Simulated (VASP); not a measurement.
# GeSb3O2 (P-4m2) in VASP: notebook

The runs below take GeSb3O2 through relaxation of cell and atoms, single point, with PBE.

Everything below comes from runs of VASP 6.6.1. Logs are shortened: lines on timing, memory, paths and dates and some standing lists are left out, and cuts for length are marked.

**1. The cell of the first run**

Symmetry: P-4m2, No. 115, tetragonal system. The conventional cell has a = 4.223 Å, b = 4.223 Å, c = 7.467 Å, α = 90.00°, β = 90.00°, γ = 90.00°. Within 3.6 Å of Ge (site symmetry -4m2) lie 4 O at 2.71 Å and 4 Sb at 2.99 Å. Sb (site symmetry -4m2) has 4 O at 2.71 Å and 4 Ge at 2.99 Å within 3.6 Å. Within 2.6 Å of Sb (site symmetry 2mm) lie 1 O at 1.98 Å. Within 2.6 Å of O (site symmetry 2mm) lie 1 Sb at 1.98 Å.

The cell was built from a structure type or drawn by symmetry, and may not be a known phase.

**2. Relaxation of cell and atoms, PBE**

Contents of INCAR:

```
SYSTEM = GeSb3O2
PREC     = Accurate       ! precision mode
ENCUT    = 600            ! plane-wave cutoff, eV
EDIFF    = 1E-7           ! SCF threshold, eV
ISMEAR   = 0              ! smearing method
SIGMA    = 0.1            ! smearing width, eV
LREAL    = .FALSE.        ! projectors in reciprocal space
LASPH    = .TRUE.         ! aspherical terms in the spheres
NELM     = 100            ! most SCF steps
ALGO     = Normal         ! electronic algorithm
ISIF     = 3              ! what is computed and relaxed
LWAVE    = .FALSE.        ! write WAVECAR
LCHARG   = .FALSE.        ! write CHGCAR
GGA      = PE             ! functional
IBRION   = 2              ! ionic algorithm
NSW      = 90             ! ionic steps
EDIFFG   = -0.04          ! ionic threshold
```

Contents of KPOINTS:

```
regular mesh
0
G
  4 4 4
  0 0 0
```

Contents of POSCAR:

```
GeSb3O2
1.0
    4.2225696656      0.0000000000      0.0000000000
    0.0000000000      4.2225696656      0.0000000000
    0.0000000000      0.0000000000      7.4667678262
Ge Sb O
1 3 2
Direct
    0.0000000000      0.0000000000      0.0000000000
    0.5000000000      0.5000000000      0.0000000000
    0.0000000000      0.5000000000      0.5067331199
    0.5000000000      0.0000000000      0.4932668801
    0.0000000000      0.5000000000      0.7725451751
    0.5000000000      0.0000000000      0.2274548249
```

Potentials or basis: VASP PAW PBE potentials, release 64 (Ge_d, Sb, O).

Run with:

```sh
$ cat potpaw_PBE.64/Ge_d/POTCAR potpaw_PBE.64/Sb/POTCAR potpaw_PBE.64/O/POTCAR > POTCAR
$ mpirun -np 1 vasp_std > vasp.out
```

OUTCAR:

```text
SYSTEM = GeSb3O2
   PREC = Accurate
   ENCUT = 600
   EDIFF = 1E-7
   ISMEAR = 0
   LREAL = .FALSE.
   LASPH = .TRUE.
   NELM = 100
   ISIF = 3
   GGA = PE
   IBRION = 2
   NSW = 90
   EDIFFG = -0.04

 ion  position               nearest neighbor table
   1  0.000  0.000  0.000-   2 2.99   2 2.99   2 2.99   2 2.99
   2  0.500  0.500  0.000-   5 2.71   6 2.71   6 2.71   5 2.71   1 2.99   1 2.99   1 2.99   1 2.99

   3  0.000  0.500  0.507-   5 1.98   4 2.99   4 2.99   4 2.99   4 2.99
   4  0.500  0.000  0.493-   6 1.98   3 2.99   3 2.99   3 2.99   3 2.99
   5  0.000  0.500  0.773-   3 1.98   2 2.71   2 2.71
   6  0.500  0.000  0.227-   4 1.98   2 2.71   2 2.71

  LATTYP: Found a simple tetragonal cell.
 ALAT       =     4.2225696656
 C/A-ratio  =     1.7682994995

  Lattice vectors:

 A1 = (   4.2225696656,   0.0000000000,   0.0000000000)
 A2 = (   0.0000000000,   4.2225696656,   0.0000000000)
 A3 = (   0.0000000000,   0.0000000000,   7.4667678262)

Analysis of symmetry for initial positions (statically):
=====================================================================
 Subroutine PRICEL returns:
 Original cell was already a primitive cell.

 Routine SETGRP: Setting up the symmetry group for a
 simple tetragonal supercell.

 Subroutine GETGRP returns: Found  8 space group operations
 (whereof  8 operations were pure point group operations)
 out of a pool of 16 trial point group operations.

The static configuration has the point symmetry D_2d.

Analysis of symmetry for dynamics (positions and initial velocities):
=====================================================================
 Subroutine PRICEL returns:
 Original cell was already a primitive cell.

 Routine SETGRP: Setting up the symmetry group for a
 simple tetragonal supercell.

 Subroutine GETGRP returns: Found  8 space group operations
 (whereof  8 operations were pure point group operations)
 out of a pool of 16 trial point group operations.

The dynamic configuration has the point symmetry D_2d.

 Subroutine INISYM returns: Found  8 space group operations
 (whereof  8 operations are pure point group operations),
 and found     1 'primitive' translations

----------------------------------------------------------------------------------------

                                     Primitive cell

  volume of cell :     133.1332

  direct lattice vectors                    reciprocal lattice vectors
     4.222569666  0.000000000  0.000000000     0.236822617  0.000000000  0.000000000
     0.000000000  4.222569666  0.000000000     0.000000000  0.236822617  0.000000000
     0.000000000  0.000000000  7.466767826     0.000000000  0.000000000  0.133926757

  length of vectors
     4.222569666  4.222569666  7.466767826     0.236822617  0.236822617  0.133926757

  position of ions in fractional coordinates (direct lattice)
     0.000000000  0.000000000  0.000000000
     0.500000000  0.500000000  0.000000000
     0.000000000  0.500000000  0.506733120
     0.500000000  0.000000000  0.493266880
     0.000000000  0.500000000  0.772545175
     0.500000000  0.000000000  0.227454825

  ion indices of the primitive-cell ions
   primitive index   ion index
                 1           1
                 2           2
                 3           3
                 4           4
                 5           5
                 6           6

----------------------------------------------------------------------------------------

 KPOINTS: regular mesh

Automatic generation of k-mesh.
 Grid dimensions read from file:
 generate k-points for:    4    4    4

 Generating k-lattice:

  Cartesian coordinates                     Fractional coordinates (reciprocal lattice)
     0.059205654  0.000000000  0.000000000     0.250000000  0.000000000  0.000000000
     0.000000000  0.059205654  0.000000000     0.000000000  0.250000000  0.000000000
     0.000000000  0.000000000  0.033481689     0.000000000  0.000000000  0.250000000

  Length of vectors
     0.059205654  0.059205654  0.033481689

  Shift w.r.t. Gamma in fractional coordinates (k-lattice)
     0.000000000  0.000000000  0.000000000

 Subroutine IBZKPT returns following result:
 ===========================================

 Found     18 irreducible k-points:

 Following reciprocal coordinates:
            Coordinates               Weight
  0.000000  0.000000  0.000000      1.000000
  0.250000  0.000000  0.000000      4.000000
  0.500000  0.000000  0.000000      2.000000
  0.250000  0.250000  0.000000      4.000000
  0.500000  0.250000  0.000000      4.000000
  0.500000  0.500000  0.000000      1.000000
[... 10 lines left out ...]
  0.500000  0.250000  0.500000      4.000000
  0.500000  0.500000  0.500000      1.000000
   k-points           NKPTS =     18   k-points in BZ     NKDIM =     18   number of bands    NBANDS=     24
   number of dos      NEDOS =    301   number of ions     NIONS =      6
   total plane-waves  NPLWV =  77760
   dimension x,y,z NGX =    36 NGY =   36 NGZ =   60
   dimension x,y,z NGXF=    72 NGYF=   72 NGZF=  120
   ions per type =               1   3   2
   NGX,Y,Z   is equivalent  to a cutoff of  14.17, 14.17, 13.36 a.u.
   NGXF,Y,Z  is equivalent  to a cutoff of  28.35, 28.35, 26.72 a.u.
 SYSTEM =  GeSb3O2
   PREC   = accura    normal or accurate (medium, high low for compatibility)
   ISTART =      0    job   : 0-new  1-cont  2-samecut
   ICHARG =      2    charge: 1-file 2-atom 10-const
   ISPIN  =      1    spin polarized calculation?
   LNONCOLLINEAR =      F non collinear calculations
   LSORBIT =      F    spin-orbit coupling
   LASPH  =      T    aspherical Exc in radial PAW
   ENCUT  =  600.0 eV  44.10 Ry    6.64 a.u.   8.43  8.43 14.91*2*pi/ulx,y,z
   NELM   =    100;   NELMIN=  2; NELMDL= -5     # of ELM steps
   EDIFF  = 0.1E-06   stopping-criterion for ELM
   LREAL  =      F    real-space projection
   EDIFFG = -.4E-01   stopping-criterion for IOM
   NSW    =     90    number of steps for IOM
   IBRION =      2    ionic relax: 0-MD 1-quasi-New 2-CG
   NFREE  =      1    steps in history (QN), initial steepest desc. (CG)
   ISIF   =      3    stress and relaxation
   ISYM   =      2    0-nonsym 1-usesym 2-fastsym
   POTIM  = 0.5000    time-step for ionic-motion
   TEBEG  =    0.0;   TEEND  =   0.0 temperature during run
   PSTRESS=    0.0 pullay stress
   NELECT =      41.0000    total number of electrons
   NUPDOWN=      -1.0000    fix difference up-down
   EMIN   =  10.00;   EMAX   =-10.00  energy-range for DOS
   EFERMI =   0.00;   METHOD = LEGACY
   ISMEAR =     0;   SIGMA  =   0.10  broadening in eV -4-tet -1-fermi 0-gaus
   EFERMI_NEDOS =   21; number of points for ismear=-14 and -15
   IALGO  =     38    algorithm
   IMIX   =      4    mixing-type and parameters
     AMIX     =   0.40;   BMIX     =  1.00
     AMIX_MAG =   1.60;   BMIX_MAG =  1.00
  volume/ion in A,a.u.               =      22.19       149.74
  Fermi-wavevector in a.u.,A,eV,Ry     =   1.105539  2.089166 16.629261  1.222216
  Thomas-Fermi vector in A             =   2.242027
   LORBIT       =      0    0 simple, 1 ext, 2 COOP (PROOUT), +10 PAW based schemes
   GGA     = PE    functional components
   LHFCALC =     F    Hartree Fock is set to
   AEXX    =    0.0000 exact exchange contribution
   IVDW    =     0    specifies the selected vdW correction
   LEPSILON=     F    determine dielectric tensor
   LRPA    =     F    only Hartree local field effects (RPA)
 conjugate gradient relaxation of ions
 non-spin polarized calculation
 Gauss-broadening in eV      SIGMA  =   0.10
  energy-cutoff  :      600.00
  volume of cell :      133.13
 maximum number of plane-waves:      4465
 NGX is ok and might be reduce to    36
   NGX = 17   NGY = 17   NGZ = 29

--------------------------------------- Ionic step        1  -------------------------------------------

 number of electron      41.0000002 magnetization

 Free energy of the ion-electron system (eV)
  ---------------------------------------------------
  ext. energy  EPLUGINS =         0.00000000
  ---------------------------------------------------
  free energy    TOTEN  =       -27.59150658 eV

  energy without entropy =      -27.55764844  energy(sigma->0) =      -27.57457751

------------------------ aborting loop because EDIFF is reached ----------------------------------------

  FORCE on cell =-STRESS in cart. coord.  units (eV):
  Direction    XX          YY          ZZ          XY          YZ          ZX
  --------------------------------------------------------------------------------------
  -------------------------------------------------------------------------------------
  Total       -0.0936360     -0.0936360      0.3204436      0.0000000      0.0000000     -0.0000000
  in kB       -1.1268527     -1.1268527      3.8563454      0.0000000      0.0000000     -0.0000000
  external PRESSURE =       0.5342133 kB  Pullay stress =       0.0000000 kB
[... 65 lines left out ...]
  energy  without entropy=      -27.5575684722  energy(sigma->0) =      -27.57440738

--------------------------------------- Ionic step        3  -------------------------------------------

 number of electron      41.0000000 magnetization

 Free energy of the ion-electron system (eV)
  ---------------------------------------------------
  ext. energy  EPLUGINS =         0.00000000
  ---------------------------------------------------
  free energy    TOTEN  =       -27.59208121 eV

  energy without entropy =      -27.55830374  energy(sigma->0) =      -27.57519248

 E-fermi :   5.7948     XC(G=0):  -9.6620

 val. band max:        5.7554829310   @ k =   0.2500   0.0000   0.2500
 cond. band min:       5.8016217443   @ k =   0.0000   0.0000   0.0000
 fundamental gap:      0.0461388132
 Fermi energy:         5.7948057050

 k-point     1 :       0.0000    0.0000    0.0000
  band No.  band energies     occupation
      1     -19.2437      2.00000
      2     -19.2094      2.00000
      3     -19.2094      2.00000
      4     -19.1457      2.00000
      5     -19.1374      2.00000
      6     -12.5619      2.00000
[... 508 lines left out ...]
  FREE ENERGIE OF THE ION-ELECTRON SYSTEM (eV)
  ---------------------------------------------------
  free  energy   TOTEN  =       -27.5920812127 eV

  energy  without entropy=      -27.5583037439  energy(sigma->0) =      -27.57519248

 reached required accuracy - stopping structural energy minimisation
```

It took 77 s on 1 thread of Intel Xeon 6975P-C (Granite Rapids), shared host; peak memory 0.31 GiB.

What came out:

```yaml
Free_energy: -27.5921 eV
Relaxed_volume: 22.20 Å³/atom
Relaxed_cell: a = 4.221 Å, b = 4.221 Å, c = 7.475 Å, α = 90.00°, β = 90.00°, γ = 90.00°
Space_group_after_relaxing_to_0.1_Å: P-4m2 (No. 115)
Energy_gained_by_relaxing: 0.1 meV/atom
Ionic_steps: 3
Pressure_after_relaxing: -0.1 GPa
Largest_force_after_relaxing: 0.024 eV/Å
Band_gap_on_the_k_mesh: zero (an odd number of electrons rules out a gap without spin polarisation)
```

Forces on the atoms (eV/Å):
```
Ge   0.000  0.000  0.000
Sb   0.000  0.000  0.000
Sb   0.000  0.000 -0.024
Sb   0.000  0.000  0.024
O    0.000  0.000 -0.018
O    0.000  0.000  0.018
```

The path:
```csv
step,energy change (eV),largest force (eV/Å),pressure (GPa),volume (Å³)
1,0.0000,0.1127,0.05,133.13
2,0.0003,0.1145,-0.29,133.28
3,-0.0006,0.0242,-0.11,133.20
```

Final structure:
```cif
data_structure
_symmetry_space_group_name_H-M 'P 1'
_symmetry_Int_Tables_number 1
_cell_length_a 4.2211
_cell_length_b 4.2211
_cell_length_c 7.4754
_cell_angle_alpha 90.000
_cell_angle_beta 90.000
_cell_angle_gamma 90.000
_cell_volume 133.20
loop_
_atom_site_label
_atom_site_type_symbol
_atom_site_fract_x
_atom_site_fract_y
_atom_site_fract_z
_atom_site_occupancy
Ge1 Ge 0.00000 0.00000 0.00000 1
Sb1 Sb 0.50000 0.50000 0.00000 1
Sb2 Sb 0.00000 0.50000 0.50641 1
Sb3 Sb 0.50000 0.00000 0.49359 1
O1 O 0.00000 0.50000 0.77273 1
O2 O 0.50000 0.00000 0.22727 1
```

Caveat: the k points lie up to 0.37 Å⁻¹ apart in the final cell, too coarse for converged energies and pressures of a metal; spin-orbit coupling is left out, which moves the levels of the heavy elements; an odd number of electrons without spin polarisation forces a metal; a magnetic or distorted state may lie lower.

**3. Single point, PBE**

This run uses another cell than the first one, of 23.09 Å³/atom.

Contents of INCAR:

```
PREC = Accurate ; ENCUT = 520
EDIFF = 1E-6 ; ISMEAR = 0
SIGMA = 0.1 ; LREAL = False
LASPH = True ; NELM = 60
ALGO = Normal ; ISIF = 2
LWAVE = False ; LCHARG = False
GGA = PE ; NBANDS = 30
```

Contents of KPOINTS:

```
Automatic mesh
0
Gamma
  10 10 6
```

Contents of POSCAR:

```
GeSb3O2
1.0
    4.1735208323      0.0000000000      0.0000000000
    0.0000000000      4.1735208323      0.0000000000
    0.0000000000      0.0000000000      7.9530654596
Ge Sb O
1 3 2
Direct
    0.0000000000      0.0000000000      0.0000000000
    0.5000000000      0.5000000000      0.0000000000
    0.0000000000      0.5000000000      0.5251271567
    0.5000000000      0.0000000000      0.4748728433
    0.0000000000      0.5000000000      0.7717061150
    0.5000000000      0.0000000000      0.2282938850
```

Potentials or basis: VASP PAW PBE potentials, release 64 (Ge_d, Sb, O).

Run with:

```sh
$ cat potpaw_PBE.64/Ge_d/POTCAR potpaw_PBE.64/Sb/POTCAR potpaw_PBE.64/O/POTCAR > POTCAR
$ mpirun -np 1 vasp_std > vasp.out
```

Run time: 2 min. Hardware: 1 thread of Intel Xeon 6975P-C (Granite Rapids), shared host; peak memory 0.46 GiB.

It converged, with:

```
Free energy            : -27.8208 eV
Pressure               : 0.1 GPa
Largest force          : 0.125 eV/Å
Band gap on the k mesh : zero (an odd number of electrons rules out a gap without spin polarisation)
```

Forces on the atoms (eV/Å):
```
Ge   0.000  0.000  0.000
Sb   0.000  0.000  0.000
Sb   0.000  0.000 -0.108
Sb   0.000  0.000  0.108
O    0.000  0.000  0.125
O    0.000  0.000 -0.125
```

Stress tensor (GPa, compression positive):
```
-0.09  0.00  0.00
 0.00 -0.09  0.00
 0.00  0.00  0.35
```

Levels at points of the mesh, in eV from the Fermi level:
```tsv
k point	band 17	band 18	band 19	band 20	band 21	band 22	band 23	band 24	band 25	band 26
(0.00, 0.00, 0.00)	-3.06	-2.34	-2.34	-1.80	-0.26	-0.26	1.99	2.53	3.07	4.20
(0.50, 0.00, 0.00)	-3.22	-0.04	0.00	0.08	0.26	0.91	1.32	1.49	1.59	2.02
(0.50, 0.50, 0.00)	-3.74	-2.16	-2.16	-1.75	-1.68	1.79	2.41	2.73	2.73	5.35
(0.00, 0.00, 0.50)	-3.30	-1.54	-1.54	-0.84	-0.69	-0.69	1.38	2.13	3.71	4.78
(0.50, 0.00, 0.50)	-2.51	-0.20	-0.03	0.43	0.72	1.00	1.04	1.11	1.47	1.63
(0.50, 0.50, 0.50)	-2.76	-2.61	-2.61	-2.60	-2.51	1.87	2.47	3.60	3.60	5.19
```

Caveat: spin-orbit coupling is left out, which moves the levels of the heavy elements; an odd number of electrons without spin polarisation forces a metal; a magnetic or distorted state may lie lower.
